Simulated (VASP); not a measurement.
# Pb (P6_3/mmc) in VASP: notebook, part 2 of 2

VASP 6.6.1. The steps go on from the part before.

**3. Single point, PBE**

The input, INCAR:

```
SYSTEM = Pb
PREC = Accurate ; ENCUT = 520
EDIFF = 1E-7 ; ISMEAR = 0
SIGMA = 0.1 ; LREAL = .FALSE.
LASPH = .TRUE. ; NELM = 100
ALGO = Fast ; ISIF = 2
LWAVE = .FALSE. ; LCHARG = .FALSE.
GGA = PE ; NBANDS = 36
```

The input, KPOINTS:

```
Automatic mesh
0
G
  12 12 8
  0 0 0
```

The input, POSCAR:

```
Pb
1.0
    4.9884186098      0.0000000000      0.0000000000
   -2.4942093049      4.3200972409      0.0000000000
    0.0000000000      0.0000000000      6.7035887175
Pb
4
Direct
    0.0000000000      0.0000000000      0.5000000000
    0.0000000000      0.0000000000      0.0000000000
    0.3333333333      0.6666666667      0.7500000000
    0.6666666667      0.3333333333      0.2500000000
```

Potentials or basis: VASP PAW PBE potentials, release 64 (Pb_d).

Run with:

```bash
$ cat potpaw_PBE.64/Pb_d/POTCAR > POTCAR
$ mpirun -np 1 vasp_std > vasp.out
```

OUTCAR:

```text
SYSTEM = Pb
   PREC = Accurate
   ENCUT = 520
   EDIFF = 1E-7
   ISMEAR = 0
   LREAL = .FALSE.
   LASPH = .TRUE.
   NELM = 100
   ISIF = 2
   GGA = PE

 ion  position               nearest neighbor table
   1  0.000  0.000  0.500-   3 3.33   4 3.33   4 3.33   3 3.33   4 3.33   3 3.33   2 3.35   2 3.35

   2  0.000  0.000  0.000-   3 3.33   4 3.33   4 3.33   3 3.33   4 3.33   3 3.33   1 3.35   1 3.35

   3  0.333  0.667  0.750-   1 3.33   2 3.33   1 3.33   2 3.33   1 3.33   2 3.33
   4  0.667  0.333  0.250-   1 3.33   2 3.33   1 3.33   2 3.33   1 3.33   2 3.33

  LATTYP: Found a hexagonal cell.
 ALAT       =     4.9884186098
 C/A-ratio  =     1.3438304284

  Lattice vectors:

 A1 = (   4.9884186098,   0.0000000000,   0.0000000000)
 A2 = (  -2.4942093049,   4.3200972409,   0.0000000000)
 A3 = (   0.0000000000,   0.0000000000,   6.7035887175)

Analysis of symmetry for initial positions (statically):
=====================================================================
 Subroutine PRICEL returns:
 Original cell was already a primitive cell.

 Routine SETGRP: Setting up the symmetry group for a
 hexagonal supercell.

 Subroutine GETGRP returns: Found 24 space group operations
 (whereof 12 operations were pure point group operations)
 out of a pool of 24 trial point group operations.

The static configuration has the point symmetry D_3d.
 The point group associated with its full space group is D_6h.

Analysis of symmetry for dynamics (positions and initial velocities):
=====================================================================
 Subroutine PRICEL returns:
 Original cell was already a primitive cell.

 Routine SETGRP: Setting up the symmetry group for a
 hexagonal supercell.

 Subroutine GETGRP returns: Found 24 space group operations
 (whereof 12 operations were pure point group operations)
 out of a pool of 24 trial point group operations.

The dynamic configuration has the point symmetry D_3d.
 The point group associated with its full space group is D_6h.

 Subroutine INISYM returns: Found 24 space group operations
[... 123 lines left out ...]
  Fermi-wavevector in a.u.,A,eV,Ry     =   1.193666  2.255702 19.386113  1.424839
  Thomas-Fermi vector in A             =   2.329675
   LORBIT       =      0    0 simple, 1 ext, 2 COOP (PROOUT), +10 PAW based schemes
   GGA     = PE    functional components
   LHFCALC =     F    Hartree Fock is set to
   AEXX    =    0.0000 exact exchange contribution
   IVDW    =     0    specifies the selected vdW correction
   LEPSILON=     F    determine dielectric tensor
   LRPA    =     F    only Hartree local field effects (RPA)
 non-spin polarized calculation
 RMM-DIIS sequential band-by-band and
 Gauss-broadening in eV      SIGMA  =   0.10
  energy-cutoff  :      520.00
  volume of cell :      144.47
 maximum number of plane-waves:      3931
 NGX is ok and might be reduce to    40
   NGX = 19   NGY = 19   NGZ = 25

 number of electron      56.0000015 magnetization

 Free energy of the ion-electron system (eV)
  ---------------------------------------------------
  ext. energy  EPLUGINS =         0.00000000
  ---------------------------------------------------
  free energy    TOTEN  =       -13.70395392 eV

  energy without entropy =      -13.69600133  energy(sigma->0) =      -13.69997762

 E-fermi :   5.4344     XC(G=0):  -9.2048

 val. band max:        5.4061717929   @ k =   0.2500   0.1667   0.0000
 cond. band min:       5.4479912616   @ k =   0.0833   0.0833   0.1250
 fundamental gap:      0.0418194687
 Fermi energy:         5.4344467646

 k-point     1 :       0.0000    0.0000    0.0000
  band No.  band energies     occupation
      1     -11.7482      2.00000
      2     -11.7482      2.00000
      3     -11.7450      2.00000
      4     -11.7450      2.00000
      5     -11.7033      2.00000
      6     -11.5780      2.00000
[... 925 lines left out ...]
     35      10.3212      0.00000
     36      10.9229      0.00000

 [... further k-points ...]

------------------------ aborting loop because EDIFF is reached ----------------------------------------

  FORCE on cell =-STRESS in cart. coord.  units (eV):
  Direction    XX          YY          ZZ          XY          YZ          ZX
  --------------------------------------------------------------------------------------
  -------------------------------------------------------------------------------------
  Total       -0.0445450     -0.0445450     -0.0482213      0.0000000      0.0000000      0.0000000
  in kB       -0.4940216     -0.4940216     -0.5347932      0.0000000      0.0000000      0.0000000
  external PRESSURE =      -0.5076122 kB  Pullay stress =       0.0000000 kB

 VOLUME and BASIS-vectors are now :
 -----------------------------------------------------------------------------
  energy-cutoff  :      520.00
  volume of cell :      144.47
      direct lattice vectors                 reciprocal lattice vectors
     4.988418610  0.000000000  0.000000000     0.200464331  0.115738136  0.000000000
    -2.494209305  4.320097241  0.000000000     0.000000000  0.231476271  0.000000000
     0.000000000  0.000000000  6.703588717     0.000000000  0.000000000  0.149173829

 POSITION                                       TOTAL-FORCE (eV/Angst)
 -----------------------------------------------------------------------------------
      0.00000      0.00000      3.35179        -0.000000      0.000000     -0.000000
      0.00000      0.00000      0.00000        -0.000000      0.000000     -0.000000
     -0.00000      2.88006      5.02769         0.000000     -0.000000      0.000000
      2.49421      1.44003      1.67590        -0.000000      0.000000      0.000000
 -----------------------------------------------------------------------------------
    total drift:                                0.000000     -0.000000      0.000000

  FREE ENERGIE OF THE ION-ELECTRON SYSTEM (eV)
  ---------------------------------------------------
  free  energy   TOTEN  =       -13.7039539165 eV

  energy  without entropy=      -13.6960013295  energy(sigma->0) =      -13.69997762
```

Run time: 4.6 min. Hardware: 1 thread of Intel Xeon 6975P-C (Granite Rapids), shared host; peak memory 0.5 GiB.

Results:

```yaml
Free_energy: -13.7040 eV
Pressure: -0.1 GPa
Band_gap_on_the_k_mesh: zero (bands 28 and 29 overlap by 2.22 eV)
```

Levels at points of the mesh, in eV from the Fermi level:
| k point | band 25 | band 26 | band 27 | band 28 | band 29 | band 30 | band 31 | band 32 |
| --- | --- | --- | --- | --- | --- | --- | --- | --- |
| (0.00, 0.00, 0.00) | -1.06 | -1.06 | -0.84 | 0.46 | 0.46 | 1.04 | 1.96 | 1.96 |
| (0.50, 0.00, 0.00) | -3.46 | -2.47 | -2.29 | 0.59 | 0.60 | 1.16 | 1.22 | 1.39 |
| (0.00, 0.00, 0.50) | -0.36 | -0.36 | -0.36 | -0.36 | -0.05 | -0.05 | 2.39 | 2.39 |
| (0.50, 0.00, 0.50) | -1.79 | -1.79 | -1.46 | -1.46 | 0.10 | 0.10 | 3.23 | 3.23 |

Caveat: spin-orbit coupling is left out, which moves the levels of the heavy elements.
